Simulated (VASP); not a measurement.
# AlN (I-4m2) in VASP: further runs

The runs below take AlN through single point, with r2SCAN.

Program: VASP 6.6.1. These are calculated values, not measurements. Logs are shortened: lines on timing, memory, paths and dates and some standing lists are left out, and cuts for length are marked.

**1. The cell of the first run**

It takes space group I-4m2 (No. 119, tetragonal). The conventional cell has a = 3.074 Å, b = 3.074 Å, c = 4.392 Å, α = 90.00°, β = 90.00°, γ = 90.00°. Al (site symmetry -4m2) has 4 N at 1.89 Å within 2.5 Å. Within 2.5 Å of N (site symmetry -4m2) lie 4 Al at 1.89 Å.

**2. Single point, r2SCAN (in-plane strain -0.005, then relaxed in part)**

Input file POSCAR:

```
AlN
1.0
    2.1739753490      2.1739753490      0.0000000000
   -2.1739753490      2.1739753490      0.0000000000
    0.0000000000      2.1739753490      2.1962114728
Al N
1 1
Direct
    0.0000000000      0.0000000000      0.0000000000
    0.2500000000      0.7500000000      0.5000000000
```

Input file INCAR.step1:

```
SYSTEM = AlN
PREC = Accurate ; ENCUT = 520
ISMEAR = 0 ; SIGMA = 0.01
LREAL = .False. ; LASPH = .True.
NELM = 100 ; NBANDS = 11
GGA = PE ; ALGO = Normal
EDIFF = 1E-4 ; LWAVE = .True.
LCHARG = .False.
```

Input file INCAR.step2:

```
SYSTEM = AlN
PREC = Accurate ; ENCUT = 520
EDIFF = 1E-7 ; ISMEAR = 0
SIGMA = 0.01 ; LREAL = .False.
LASPH = .True. ; NELM = 100
ALGO = Normal ; ISIF = 2
LWAVE = .False. ; LCHARG = .False.
METAGGA = R2SCAN ; LMIXTAU = .True.
NBANDS = 11 ; ISTART = 1
```

Input file KPOINTS:

```
Automatic mesh
0
Gamma
  10 10 10
  0 0 0
```

Potentials or basis: VASP PAW PBE potentials, release 64 (Al, N).

Command:

```console
> cat potpaw_PBE.64/Al/POTCAR potpaw_PBE.64/N/POTCAR > POTCAR
> cp INCAR.step1 INCAR
> mpirun -np 1 vasp_std > vasp.out
> cp INCAR.step2 INCAR
> mpirun -np 1 vasp_std > vasp.out
```

OUTCAR:

```text
SYSTEM = AlN
   PREC = Accurate
   ENCUT = 520
   EDIFF = 1E-7
   ISMEAR = 0
   LREAL = .False.
   LASPH = .True.
   NELM = 100
   ISIF = 2
   METAGGA = R2SCAN
   ISTART = 1

 ion  position               nearest neighbor table
   1  0.000  0.000  0.000-   2 1.89   2 1.89   2 1.89   2 1.89
   2  0.250  0.750  0.500-   1 1.89   1 1.89   1 1.89   1 1.89

  LATTYP: Found a body centered tetragonal cell.
 ALAT       =     3.0744654228
 C/A-ratio  =     1.4286785966

  Lattice vectors:

 A1 = (   2.1739753490,   0.0000000000,  -2.1962114728)
 A2 = (  -2.1739753490,   0.0000000000,  -2.1962114728)
 A3 = (   0.0000000000,   2.1739753490,   2.1962114728)

Analysis of symmetry for initial positions (statically):
=====================================================================
 Subroutine PRICEL returns:
 Original cell was already a primitive cell.

 Routine SETGRP: Setting up the symmetry group for a
 body centered tetragonal supercell.

 Subroutine GETGRP returns: Found  8 space group operations
 (whereof  8 operations were pure point group operations)
 out of a pool of 16 trial point group operations.

The static configuration has the point symmetry D_2d.

Analysis of symmetry for dynamics (positions and initial velocities):
=====================================================================
 Subroutine PRICEL returns:
 Original cell was already a primitive cell.

 Routine SETGRP: Setting up the symmetry group for a
 body centered tetragonal supercell.

 Subroutine GETGRP returns: Found  8 space group operations
 (whereof  8 operations were pure point group operations)
 out of a pool of 16 trial point group operations.

The dynamic configuration has the point symmetry D_2d.

 Subroutine INISYM returns: Found  8 space group operations
 (whereof  8 operations are pure point group operations),
 and found     1 'primitive' translations

----------------------------------------------------------------------------------------

                                     Primitive cell

  volume of cell :      20.7593

  direct lattice vectors                    reciprocal lattice vectors
     2.173975349  2.173975349  0.000000000     0.229993408  0.229993408 -0.227664779
    -2.173975349  2.173975349  0.000000000    -0.229993408  0.229993408 -0.227664779
     0.000000000  2.173975349  2.196211473     0.000000000  0.000000000  0.455329558

  length of vectors
     3.074465423  3.074465423  3.090228738     0.397020387  0.397020387  0.455329558

  position of ions in fractional coordinates (direct lattice)
     0.000000000  0.000000000  0.000000000
     0.250000000  0.750000000  0.500000000

  ion indices of the primitive-cell ions
   primitive index   ion index
                 1           1
                 2           2

----------------------------------------------------------------------------------------

 KPOINTS: Automatic mesh

Automatic generation of k-mesh.
 Grid dimensions read from file:
 generate k-points for:   10   10   10

 Generating k-lattice:

  Cartesian coordinates                     Fractional coordinates (reciprocal lattice)
     0.022999341  0.022999341 -0.022766478     0.100000000  0.000000000  0.000000000
    -0.022999341  0.022999341 -0.022766478     0.000000000  0.100000000  0.000000000
     0.000000000  0.000000000  0.045532956     0.000000000  0.000000000  0.100000000

  Length of vectors
     0.039702039  0.039702039  0.045532956

  Shift w.r.t. Gamma in fractional coordinates (k-lattice)
     0.000000000  0.000000000  0.000000000

 Subroutine IBZKPT returns following result:
 ===========================================

 Found    102 irreducible k-points:

 Following reciprocal coordinates:
            Coordinates               Weight
  0.000000  0.000000  0.000000      1.000000
  0.100000  0.000000  0.000000      8.000000
  0.200000  0.000000  0.000000      8.000000
  0.300000  0.000000 -0.000000      8.000000
  0.400000  0.000000  0.000000      8.000000
  0.500000  0.000000  0.000000      4.000000
[... 16 lines left out ...]
  0.300000  0.300000 -0.000000      8.000000
  0.400000  0.300000  0.000000     16.000000
 [... further k-points ...]
   k-points           NKPTS =    102   k-points in BZ     NKDIM =    102   number of bands    NBANDS=     11
   number of dos      NEDOS =    301   number of ions     NIONS =      2
   total plane-waves  NPLWV =  13824
   dimension x,y,z NGX =    24 NGY =   24 NGZ =   24
   dimension x,y,z NGXF=    48 NGYF=   48 NGZF=   48
   ions per type =               1   1
   NGX,Y,Z   is equivalent  to a cutoff of  12.98, 12.98, 12.91 a.u.
   NGXF,Y,Z  is equivalent  to a cutoff of  25.96, 25.96, 25.82 a.u.
 SYSTEM =  AlN
   PREC   = accura    normal or accurate (medium, high low for compatibility)
   ISTART =      1    job   : 0-new  1-cont  2-samecut
   ICHARG =      0    charge: 1-file 2-atom 10-const
   ISPIN  =      1    spin polarized calculation?
   LNONCOLLINEAR =      F non collinear calculations
   LSORBIT =      F    spin-orbit coupling
   LASPH  =      T    aspherical Exc in radial PAW
   ENCUT  =  520.0 eV  38.22 Ry    6.18 a.u.   5.72  5.72  5.75*2*pi/ulx,y,z
   NELM   =    100;   NELMIN=  2; NELMDL=  0     # of ELM steps
   EDIFF  = 0.1E-06   stopping-criterion for ELM
   LREAL  =      F    real-space projection
   EDIFFG = 0.1E-05   stopping-criterion for IOM
   NSW    =      0    number of steps for IOM
   IBRION =     -1    ionic relax: 0-MD 1-quasi-New 2-CG
   NFREE  =      0    steps in history (QN), initial steepest desc. (CG)
   ISIF   =      2    stress and relaxation
   ISYM   =      2    0-nonsym 1-usesym 2-fastsym
   POTIM  = 0.5000    time-step for ionic-motion
   TEBEG  =    0.0;   TEEND  =   0.0 temperature during run
   PSTRESS=    0.0 pullay stress
   NELECT =       8.0000    total number of electrons
   NUPDOWN=      -1.0000    fix difference up-down
   EMIN   =  10.00;   EMAX   =-10.00  energy-range for DOS
   EFERMI =   0.00;   METHOD = LEGACY
   ISMEAR =     0;   SIGMA  =   0.01  broadening in eV -4-tet -1-fermi 0-gaus
   EFERMI_NEDOS =   21; number of points for ismear=-14 and -15
   IALGO  =     38    algorithm
   IMIX   =      4    mixing-type and parameters
     AMIX     =   0.40;   BMIX     =  1.00
     AMIX_MAG =   1.60;   BMIX_MAG =  1.00
  volume/ion in A,a.u.               =      10.38        70.05
  Fermi-wavevector in a.u.,A,eV,Ry     =   1.191334  2.251296 19.310446  1.419278
  Thomas-Fermi vector in A             =   2.327398
   LORBIT       =      0    0 simple, 1 ext, 2 COOP (PROOUT), +10 PAW based schemes
   METAGGA = R2SCAN    functional components
   LHFCALC =     F    Hartree Fock is set to
   AEXX    =    0.0000 exact exchange contribution
   IVDW    =     0    specifies the selected vdW correction
   LEPSILON=     F    determine dielectric tensor
   LRPA    =     F    only Hartree local field effects (RPA)
 non-spin polarized calculation
 Gauss-broadening in eV      SIGMA  =   0.01
  energy-cutoff  :      520.00
  volume of cell :       20.76
 maximum number of plane-waves:       568
   NGX = 11   NGY = 11   NGZ = 11

 number of electron       8.0000000 magnetization

 Free energy of the ion-electron system (eV)
  ---------------------------------------------------
  ext. energy  EPLUGINS =         0.00000000
  ---------------------------------------------------
  free energy    TOTEN  =       -19.17884836 eV

  energy without entropy =      -19.17884836  energy(sigma->0) =      -19.17884836

 E-fermi :   5.8515     XC(G=0): -11.4349

 val. band max:        5.7420278432   @ k =   0.0000   0.0000   0.0000
 cond. band min:       9.6492631203   @ k =   0.5000   0.5000   0.0000
 fundamental gap:      3.9072352771
 Fermi energy:         5.8514832135

 k-point     1 :       0.0000    0.0000    0.0000
  band No.  band energies     occupation
      1     -10.0357      2.00000
      2       5.6976      2.00000
      3       5.7420      2.00000
      4       5.7420      2.00000
      5      10.6530      0.00000
      6      19.2813      0.00000
      7      19.2813      0.00000
      8      19.2952      0.00000
      9      24.1137      0.00000
     10      24.4625      0.00000
     11      25.7544      0.00000

 k-point     2 :       0.1000    0.0000    0.0000
  band No.  band energies     occupation
      1      -9.8884      2.00000
      2       4.9259      2.00000
      3       5.6576      2.00000
      4       5.6932      2.00000
      5      11.3112      0.00000
      6      18.9038      0.00000
      7      19.4235      0.00000
      8      19.4317      0.00000
      9      22.9237      0.00000
     10      23.1914      0.00000
     11      25.2178      0.00000

 k-point     3 :       0.2000    0.0000    0.0000
  band No.  band energies     occupation
      1      -9.4706      2.00000
      2       3.2996      2.00000
      3       5.5192      2.00000
      4       5.5711      2.00000
      5      12.4772      0.00000
      6      18.1078      0.00000
      7      19.2605      0.00000
      8      19.3718      0.00000
      9      22.5187      0.00000
     10      22.6188      0.00000
     11      24.3441      0.00000

 k-point     4 :       0.3000    0.0000   -0.0000
  band No.  band energies     occupation
      1      -8.8691      2.00000
      2       1.6222      2.00000
      3       5.3602      2.00000
      4       5.4305      2.00000
      5      13.3724      0.00000
      6      17.3403      0.00000
      7      18.4885      0.00000
      8      18.6619      0.00000
      9      23.7425      0.00000
     10      23.7497      0.00000
     11      24.2182      0.00000
[... 239 lines left out ...]
 k-point    22 :      -0.2000    0.2000    0.0000
  band No.  band energies     occupation
      1      -9.2800      2.00000
      2       3.5324      2.00000
      3       4.9869      2.00000
      4       5.0120      2.00000
      5      12.6069      0.00000
      6      17.4802      0.00000
      7      18.5575      0.00000
      8      20.2632      0.00000
      9      20.4513      0.00000
     10      25.4762      0.00000
     11      28.3345      0.00000

 k-point    23 :       0.3000    0.3000   -0.0000
  band No.  band energies     occupation
      1      -7.7032      2.00000
      2       1.2185      2.00000
      3       2.4729      2.00000
      4       4.8255      2.00000
      5      13.2557      0.00000
      6      16.4454      0.00000
      7      19.0723      0.00000
      8      19.5663      0.00000
      9      24.1035      0.00000
     10      24.2710      0.00000
     11      30.5622      0.00000

 k-point    24 :       0.4000    0.3000    0.0000
  band No.  band energies     occupation
      1      -7.4967      2.00000
      2       1.1550      2.00000
      3       2.3927      2.00000
      4       4.4931      2.00000
      5      12.2108      0.00000
      6      16.7757      0.00000
      7      19.5915      0.00000
      8      20.2417      0.00000
      9      22.6073      0.00000
     10      26.2015      0.00000
     11      31.3968      0.00000

 [... further k-points ...]
[... 5 lines left out ...]
  --------------------------------------------------------------------------------------
  -------------------------------------------------------------------------------------
  Total        0.1481816      0.1481816     -0.0506759      0.0000000      0.0000000     -0.0000000
  in kB       11.4364531     11.4364531     -3.9111009      0.0000000      0.0000000     -0.0000000
  external PRESSURE =       6.3206017 kB  Pullay stress =       0.0000000 kB

 VOLUME and BASIS-vectors are now :
 -----------------------------------------------------------------------------
  energy-cutoff  :      520.00
  volume of cell :       20.76
      direct lattice vectors                 reciprocal lattice vectors
     2.173975349  2.173975349  0.000000000     0.229993408  0.229993408 -0.227664779
    -2.173975349  2.173975349  0.000000000    -0.229993408  0.229993408 -0.227664779
     0.000000000  2.173975349  2.196211473     0.000000000  0.000000000  0.455329558

 POSITION                                       TOTAL-FORCE (eV/Angst)
 -----------------------------------------------------------------------------------
      0.00000      0.00000      0.00000        -0.000000     -0.000000      0.000000
     -1.08699      3.26096      1.09811         0.000000      0.000000      0.000000
 -----------------------------------------------------------------------------------
    total drift:                                0.000000      0.000000      0.000000

  FREE ENERGIE OF THE ION-ELECTRON SYSTEM (eV)
  ---------------------------------------------------
  free  energy   TOTEN  =       -19.1788483585 eV

  energy  without entropy=      -19.1788483585  energy(sigma->0) =      -19.17884836
```

Wall time 54 s (1 thread of Intel Xeon 6975P-C, shared host); peak memory 0.15 GiB.

Results:

- Free energy: -19.1788 eV
- Pressure: 0.6 GPa
- Band gap on the k mesh: 3.91 eV, indirect (least direct gap 4.91 eV)

Levels at points of the mesh, in eV from the valence-band top:
| k point | band 1 | band 2 | band 3 | band 4 | band 5 | band 6 | band 7 | band 8 | band 9 |
| --- | --- | --- | --- | --- | --- | --- | --- | --- | --- |
| (0.00, 0.00, 0.00) | -15.78 | -0.04 | 0.00 | 0.00 | 4.91 | 13.54 | 13.54 | 13.55 | 18.37 |
| (0.50, 0.00, 0.00) | -13.75 | -5.93 | -0.55 | -0.46 | 8.23 | 10.84 | 11.86 | 12.05 | 19.36 |
| (0.50, 0.50, 0.00) | -13.11 | -4.94 | -1.85 | -1.85 | 3.91 | 9.43 | 15.30 | 16.80 | 17.12 |
| (0.00, 0.00, 0.50) | -13.15 | -5.04 | -1.77 | -1.77 | 3.96 | 9.59 | 15.11 | 17.04 | 17.04 |

Caveat: the cell differs from its parent crystal (in-plane strain -0.005, then relaxed in part); the PAW data sets were made with another functional, which shifts forces and pressure a little.

[end of part 1 of 2]
